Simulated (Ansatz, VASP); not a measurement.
**Re in VASP and in Ansatz**

INCAR

```
PREC = Accurate ; ENCUT = 520
EDIFF = 1E-6 ; ISMEAR = -1
SIGMA = 0.05 ; LREAL = F
LASPH = T ; NELM = 80
ALGO = Normal ; ISIF = 2
LWAVE = F ; LCHARG = F
GGA = CA ; NBANDS = 14
```

KPOINTS

```
regular mesh
0
Gamma
  14 14 8
```

Contents of POSCAR:

```
Re
1.0
    2.6539513089      0.0000000000      0.0000000000
   -1.3269756545      2.2983892539      0.0000000000
    0.0000000000      0.0000000000      4.2436285669
Re
2
Direct
    0.3333333333      0.6666666667      0.2500000000
    0.6666666667      0.3333333333      0.7500000000
```

Input for Ansatz:

```yaml
crystal:
  lattice:
    - [2.6539513089, 0.0, 0.0]
    - [-1.3269756545, 2.2983892539, 0.0]
    - [0.0, 0.0, 4.2436285669]
  atoms:
    - { symbol: Re, position: [0.3333333333, 0.6666666667, 0.25] }
    - { symbol: Re, position: [0.6666666667, 0.3333333333, 0.75] }
kpoints:
  mp_grid: { grid: [14, 14, 8] }
scf:
  occupations: { method: fermi_dirac, width: 0.05 }
hamiltonian:
  xc: lda
  pseudopotentials: { kind: all_electron, lapw: { basis_error: 0.00025 } }
output:
  forces: true
  stress: true
  eigenvalues: true
```

Change from the starting cell: volume scaled by 1.06.

Alike in both runs: task single point; functional LDA; k mesh 14 × 14 × 8; occupations fermi-dirac, width 0.05 eV; no spin polarisation.

```csv
,VASP,Ansatz
version,VASP 6.6.1,Ansatz 0.2.0
potentials or method,"VASP PAW LDA potentials, release 64 (Re), cutoff 520 eV","all-electron LAPW, scalar-relativistic"
```

```csv
,VASP,Ansatz,Ansatz less VASP
pressure (GPa),55.1,51.4,-3.69
"traceless stress, the component that is largest in VASP (GPa)",3.92,4.04,+0.119
```

LDA's correlation is that of Perdew and Zunger in VASP and of Perdew and Wang (1992) in Ansatz. Both programs put the cell under a high pressure, so it lies far from rest at this level. Ansatz ran all-electron here, and VASP with PAW potentials.

Neither program's run includes spin-orbit coupling.
